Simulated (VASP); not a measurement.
# PbSe (P1) in VASP: single point with PBEsol

Aim: the single point of PbSe with PBEsol.

Program: VASP 6.6.1. These are calculated values, not measurements. Logs are shortened: lines on timing, memory, paths and dates and some standing lists are left out, and cuts for length are marked.

### 1 The cell of the first run

The typed cell holds 8 atoms: a = 7.422 Å, b = 4.239 Å, c = 7.329 Å, α = 89.99°, β = 90.00°, γ = 90.00°.

### 2 Single point, PBEsol

The input, INCAR:

```
PREC     = Accurate       # precision mode
ENCUT    = 520            # plane-wave cutoff, eV
EDIFF    = 1E-6           # SCF threshold, eV
ISMEAR   = -1             # smearing method
SIGMA    = 0.05           # smearing width, eV
LREAL    = F              # projectors in reciprocal space
LASPH    = T              # aspherical terms in the spheres
NELM     = 100            # most SCF steps
ALGO     = Normal         # electronic algorithm
ISIF     = 2              # what is computed and relaxed
LWAVE    = F              # write WAVECAR
LCHARG   = F              # write CHGCAR
GGA      = PS             # functional
NBANDS   = 50             # bands
```

The input, KPOINTS:

```
regular mesh
0
Gamma
  2 6 2
```

The input, POSCAR:

```
PbSe
1.0
    7.4221404935     -0.0004699080     -0.0000937734
    0.0002053220      4.2385421995     -0.0001792318
    0.0002664539      0.0013624744      7.3287163329
Pb Se
4 4
Direct
    0.0066902565     -0.2562375189     -0.0010865409
    0.0063942385      0.2442025406      0.4988086153
    0.5066994515     -0.2564418035      0.0010725383
    0.5064180899      0.2441637248      0.5011449201
    0.2434213729      0.2437003785      0.1648436651
    0.2429538404      0.7440789197      0.6647822717
    0.7429510975      0.7441766976      0.3351474862
    0.7434043192      0.2437402498      0.8351391915
```

Potentials or basis: VASP PAW PBE potentials, release 64 (Pb_d, Se).

On the command line:

```sh
> cat potpaw_PBE.64/Pb_d/POTCAR potpaw_PBE.64/Se/POTCAR > POTCAR
> mpirun -np 1 vasp_std > vasp.out
```

OUTCAR:

```text
PREC = Accurate
   ENCUT = 520
   EDIFF = 1E-6
   ISMEAR = -1
   LREAL = F
   LASPH = T
   NELM = 100
   ISIF = 2
   GGA = PS

 ion  position               nearest neighbor table
   1  0.007  0.744  0.999-   5 3.01   5 3.01   6 3.01   8 3.12   8 3.12   7 3.15   3 3.71   3 3.71

   2  0.006  0.244  0.499-   6 3.01   6 3.01   5 3.01   7 3.12   7 3.12   8 3.14   4 3.71   4 3.71

   3  0.507  0.744  0.001-   8 3.01   8 3.01   7 3.01   5 3.12   5 3.12   6 3.15   1 3.71   1 3.71

   4  0.506  0.244  0.501-   7 3.01   7 3.01   8 3.01   6 3.12   6 3.12   5 3.14   2 3.71   2 3.71

   5  0.243  0.244  0.165-   1 3.01   1 3.01   2 3.01   3 3.12   3 3.12   4 3.14
   6  0.243  0.744  0.665-   2 3.01   2 3.01   1 3.01   4 3.12   4 3.12   3 3.15
   7  0.743  0.744  0.335-   4 3.01   4 3.01   3 3.01   2 3.12   2 3.12   1 3.15
   8  0.743  0.244  0.835-   3 3.01   3 3.01   4 3.01   1 3.12   1 3.12   2 3.14

  LATTYP: Found a triclinic cell.
 ALAT       =     8.4656011142
 B/A-ratio  =     0.5006782331
 C/A-ratio  =     0.8767411090
 COS(alpha) =     0.0000148695
 COS(beta)  =     0.0000279720
 COS(gamma) =     0.5005538966

  Lattice vectors:

 A1 = (   0.0000611319,  -4.2371797251,   7.3288955647)
 A2 = (  -0.0002053220,  -4.2385421995,   0.0001792318)
 A3 = (   7.4221404935,  -0.0004699080,  -0.0000937734)

Analysis of symmetry for initial positions (statically):
=====================================================================
 Subroutine PRICEL returns:
 Original cell was already a primitive cell.

 Routine SETGRP: Setting up the symmetry group for a
 triclinic supercell.

 Subroutine GETGRP returns: Found  1 space group operations
 (whereof  1 operations were pure point group operations)
 out of a pool of  2 trial point group operations.

The static configuration has the point symmetry C_1 .

Analysis of symmetry for dynamics (positions and initial velocities):
=====================================================================
 Subroutine PRICEL returns:
 Original cell was already a primitive cell.

 Routine SETGRP: Setting up the symmetry group for a
 triclinic supercell.

 Subroutine GETGRP returns: Found  1 space group operations
 (whereof  1 operations were pure point group operations)
 out of a pool of  2 trial point group operations.

The dynamic configuration has the point symmetry C_1 .

 Subroutine INISYM returns: Found  1 space group operations
 (whereof  1 operations are pure point group operations),
 and found     1 'primitive' translations

----------------------------------------------------------------------------------------

                                     Primitive cell

  volume of cell :     230.5545

  direct lattice vectors                    reciprocal lattice vectors
     7.422140493 -0.000469908 -0.000093773     0.134732022 -0.000006527 -0.000004897
     0.000205322  4.238542200 -0.000179232     0.000014937  0.235930172 -0.000043862
     0.000266454  0.001362474  7.328716333     0.000001724  0.000005770  0.136449543

  length of vectors
     7.422140509  4.238542208  7.328716464     0.134732022  0.235930176  0.136449543

  position of ions in fractional coordinates (direct lattice)
     0.006690257  0.743762481  0.998913459
     0.006394239  0.244202541  0.498808615
     0.506699451  0.743558196  0.001072538
     0.506418090  0.244163725  0.501144920
     0.243421373  0.243700379  0.164843665
     0.242953840  0.744078920  0.664782272
     0.742951097  0.744176698  0.335147486
     0.743404319  0.243740250  0.835139191

  ion indices of the primitive-cell ions
   primitive index   ion index
                 1           1
[... 28 lines left out ...]

 -----------------------------------------------------------------------------
|                                                                             |
|           W    W    AA    RRRRR   N    N  II  N    N   GGGG   !!!           |
|           W    W   A  A   R    R  NN   N  II  NN   N  G    G  !!!           |
|           W    W  A    A  R    R  N N  N  II  N N  N  G       !!!           |
|           W WW W  AAAAAA  RRRRR   N  N N  II  N  N N  G  GGG   !            |
|           WW  WW  A    A  R   R   N   NN  II  N   NN  G    G                |
|           W    W  A    A  R    R  N    N  II  N    N   GGGG   !!!           |
|                                                                             |
|     Your reciprocal lattice and k-lattice belong to different lattice       |
|     classes:                                                                |
|                                                                             |
|        The reciprocal lattice is simple monoclinic,                         |
|        whereas your k-lattice is triclinic.                                 |
|                                                                             |
|     Results are often still useful ...                                      |
|                                                                             |
 -----------------------------------------------------------------------------

 Subroutine IBZKPT returns following result:
 ===========================================

 Found     16 irreducible k-points:

 Following reciprocal coordinates:
            Coordinates               Weight
  0.000000  0.000000  0.000000      1.000000
  0.500000 -0.000000  0.000000      1.000000
 -0.000000  0.166667  0.000000      2.000000
  0.500000  0.166667  0.000000      2.000000
 -0.000000  0.333333  0.000000      2.000000
  0.500000  0.333333  0.000000      2.000000
[... 8 lines left out ...]
 -0.000000  0.500000  0.500000      1.000000
  0.500000  0.500000  0.500000      1.000000
   k-points           NKPTS =     16   k-points in BZ     NKDIM =     16   number of bands    NBANDS=     50
   number of dos      NEDOS =    301   number of ions     NIONS =      8
   total plane-waves  NPLWV = 100352
   dimension x,y,z NGX =    56 NGY =   32 NGZ =   56
   dimension x,y,z NGXF=   112 NGYF=   64 NGZF=  112
   ions per type =               4   4
   NGX,Y,Z   is equivalent  to a cutoff of  12.54, 12.55, 12.70 a.u.
   NGXF,Y,Z  is equivalent  to a cutoff of  25.09, 25.10, 25.41 a.u.
 SYSTEM =  unknown system
   PREC   = accura    normal or accurate (medium, high low for compatibility)
   ISTART =      0    job   : 0-new  1-cont  2-samecut
   ICHARG =      2    charge: 1-file 2-atom 10-const
   ISPIN  =      1    spin polarized calculation?
   LNONCOLLINEAR =      F non collinear calculations
   LSORBIT =      F    spin-orbit coupling
   LASPH  =      T    aspherical Exc in radial PAW
   ENCUT  =  520.0 eV  38.22 Ry    6.18 a.u.  13.80  7.88 13.63*2*pi/ulx,y,z
   NELM   =    100;   NELMIN=  2; NELMDL= -5     # of ELM steps
   EDIFF  = 0.1E-05   stopping-criterion for ELM
   LREAL  =      F    real-space projection
   EDIFFG = 0.1E-04   stopping-criterion for IOM
   NSW    =      0    number of steps for IOM
   IBRION =     -1    ionic relax: 0-MD 1-quasi-New 2-CG
   NFREE  =      0    steps in history (QN), initial steepest desc. (CG)
   ISIF   =      2    stress and relaxation
   ISYM   =      2    0-nonsym 1-usesym 2-fastsym
   POTIM  = 0.5000    time-step for ionic-motion
   TEBEG  =    0.0;   TEEND  =   0.0 temperature during run
   PSTRESS=    0.0 pullay stress
   NELECT =      80.0000    total number of electrons
   NUPDOWN=      -1.0000    fix difference up-down
   EMIN   =  10.00;   EMAX   =-10.00  energy-range for DOS
   EFERMI =   0.00;   METHOD = LEGACY
   ISMEAR =    -1;   SIGMA  =   0.05  broadening in eV -4-tet -1-fermi 0-gaus
   EFERMI_NEDOS =   21; number of points for ismear=-14 and -15
   IALGO  =     38    algorithm
   IMIX   =      4    mixing-type and parameters
     AMIX     =   0.40;   BMIX     =  1.00
     AMIX_MAG =   1.60;   BMIX_MAG =  1.00
  volume/ion in A,a.u.               =      28.82       194.48
  Fermi-wavevector in a.u.,A,eV,Ry     =   1.150395  2.173931 18.006066  1.323409
  Thomas-Fermi vector in A             =   2.287059
   LORBIT       =      0    0 simple, 1 ext, 2 COOP (PROOUT), +10 PAW based schemes
   GGA     = PS    functional components
   LHFCALC =     F    Hartree Fock is set to
   AEXX    =    0.0000 exact exchange contribution
   IVDW    =     0    specifies the selected vdW correction
   LEPSILON=     F    determine dielectric tensor
   LRPA    =     F    only Hartree local field effects (RPA)
 non-spin polarized calculation
  energy-cutoff  :      520.00
  volume of cell :      230.55
 maximum number of plane-waves:      6240
 NGX is ok and might be reduce to    56
   NGX = 27   NGY = 15   NGZ = 27

 number of electron      79.9999994 magnetization

 Free energy of the ion-electron system (eV)
  ---------------------------------------------------
  ext. energy  EPLUGINS =         0.00000000
  ---------------------------------------------------
  free energy    TOTEN  =       -35.18622634 eV

  energy without entropy =      -35.17526299  energy(sigma->0) =      -35.18074466

 E-fermi :   5.0821     XC(G=0):  -9.6809

 val. band max:        5.0596080183   @ k =  -0.0000   0.5000   0.5000
 cond. band min:       5.2121314088   @ k =  -0.0000   0.3333   0.0000
 fundamental gap:      0.1525233905
 Fermi energy:         5.0820995508

 k-point     1 :       0.0000    0.0000    0.0000
  band No.  band energies     occupation
      1     -12.0695      2.00000
      2     -12.0098      2.00000
      3     -11.9909      2.00000
      4     -11.9630      2.00000
      5     -11.9618      2.00000
      6     -11.9601      2.00000
[... 837 lines left out ...]
     49       8.4272      0.00000
     50       8.4277      0.00000

------------------------ aborting loop because EDIFF is reached ----------------------------------------

  FORCE on cell =-STRESS in cart. coord.  units (eV):
  Direction    XX          YY          ZZ          XY          YZ          ZX
  --------------------------------------------------------------------------------------
  -------------------------------------------------------------------------------------
  Total       -0.0065467      0.0417797     -0.0092997      0.0005926     -0.0014086     -0.0011123
  in kB       -0.0454944      0.2903370     -0.0646259      0.0041183     -0.0097887     -0.0077293
  external PRESSURE =       0.0600722 kB  Pullay stress =       0.0000000 kB

 VOLUME and BASIS-vectors are now :
 -----------------------------------------------------------------------------
  energy-cutoff  :      520.00
  volume of cell :      230.55
      direct lattice vectors                 reciprocal lattice vectors
     7.422140493 -0.000469908 -0.000093773     0.134732022 -0.000006527 -0.000004897
     0.000205322  4.238542200 -0.000179232     0.000014937  0.235930172 -0.000043862
     0.000266454  0.001362474  7.328716333     0.000001724  0.000005770  0.136449543

 POSITION                                       TOTAL-FORCE (eV/Angst)
 -----------------------------------------------------------------------------------
      0.05007      3.15383      7.32062        -0.000824      0.000147     -0.000423
      0.04764      1.03574      3.65558         0.000229     -0.000714      0.000002
      3.76095      3.15137      0.00768        -0.001762      0.001404     -0.000362
      3.75889      1.03534      3.67266        -0.001066     -0.000524      0.000593
      1.80680      1.03304      1.20803         0.000111      0.000165     -0.000329
      1.80357      3.15460      4.87184         0.000992     -0.000074      0.000690
      5.51453      3.15433      2.45600         0.001429     -0.000554     -0.000267
      5.51792      1.03389      6.12038         0.000891      0.000149      0.000096
 -----------------------------------------------------------------------------------
    total drift:                               -0.000680      0.000388      0.000009

  FREE ENERGIE OF THE ION-ELECTRON SYSTEM (eV)
  ---------------------------------------------------
  free  energy   TOTEN  =       -35.1862263387 eV

  energy  without entropy=      -35.1752629878  energy(sigma->0) =      -35.18074466
```

Run time: 2.6 min. Hardware: 1 thread of Intel Xeon Platinum 8259CL at 2.50GHz (Skylake/Cascade Lake), shared host; peak memory 0.38 GiB.

Results:

```
Free energy            : -35.1862 eV
Pressure               : 0.0 GPa
Band gap on the k mesh : zero (bands 40 and 41 overlap by 0.16 eV)
```

Forces on the atoms (eV/Å):
```
Pb  -0.001  0.000  0.000
Pb   0.000 -0.001  0.000
Pb  -0.002  0.001  0.000
Pb  -0.001 -0.001  0.001
Se   0.000  0.000  0.000
Se   0.001  0.000  0.001
Se   0.001 -0.001  0.000
Se   0.001  0.000  0.000
```

Levels at points of the mesh, in eV from the Fermi level:
| k point | band 37 | band 38 | band 39 | band 40 | band 41 | band 42 | band 43 | band 44 |
| --- | --- | --- | --- | --- | --- | --- | --- | --- |
| (0.00, 0.00, 0.00) | -1.50 | -1.49 | -0.99 | -0.24 | -0.03 | 0.36 | 1.51 | 2.50 |
| (0.50, 0.00, 0.00) | -1.72 | -1.72 | -1.58 | -1.58 | 2.28 | 2.28 | 2.34 | 2.34 |
| (0.00, 0.50, 0.00) | -2.75 | -2.75 | -0.27 | -0.27 | 1.95 | 1.95 | 2.21 | 2.22 |
| (0.50, 0.50, 0.00) | -1.47 | -1.47 | -1.47 | -1.47 | 0.89 | 0.89 | 0.89 | 0.89 |
| (0.00, 0.00, 0.50) | -1.53 | -1.53 | -1.31 | -1.31 | 0.69 | 0.70 | 2.12 | 2.12 |
| (0.50, 0.00, 0.50) | -1.36 | -1.35 | -1.35 | -1.35 | 2.16 | 2.16 | 2.16 | 2.16 |
| (0.00, 0.50, 0.50) | -1.52 | -1.52 | -0.95 | -0.95 | -0.02 | -0.02 | 1.53 | 1.53 |
| (0.50, 0.50, 0.50) | -2.62 | -2.62 | -2.62 | -2.62 | 2.29 | 2.29 | 2.29 | 2.29 |

Caveat: the k points lie up to 0.43 Å⁻¹ apart; semilocal functionals underestimate gaps, and a narrow one can read as zero; the PAW data sets were made with another functional, which shifts forces and pressure a little; spin-orbit coupling is left out, which moves the levels of the heavy elements.

The gap in the log of VASP goes by the Fermi energy; the results here count the filled bands.